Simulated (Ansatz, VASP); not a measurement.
# Two plane-wave programs on Cu

```
Cu
1.0
     0.00000    1.80750    1.80750
     1.80750    0.00000    1.80750
     1.80750    1.80750    0.00000
Cu
1
Cartesian
  0.0000 0.0000 0.0000
```

Alike in both runs: task relaxation of cell and atoms; functional LDA; k mesh 18 × 18 × 18; occupations gaussian, width 0.1 eV; no spin polarisation.

|  | VASP | Ansatz |
| --- | --- | --- |
| version | VASP 6.6.1 | Ansatz 0.2.0 |
| potentials or method | VASP PAW LDA potentials, release 64 (Cu_sv_GW) | scalar-relativistic, plane waves, PAW |
| plane-wave cutoff (eV) | 820 | 420 |
| valence electrons in the cell | 19 | 19 |

|  | VASP | Ansatz | Ansatz less VASP |
| --- | --- | --- | --- |
| relaxed volume (Å³/atom) | 10.89 | 10.89 | -0.002 |
| relaxed length of the cell vector where the two differ most in proportion (Å) | 2.488 | 2.488 | -0.0002 |

LDA's correlation is that of Perdew and Zunger in VASP and of Perdew and Wang (1992) in Ansatz.
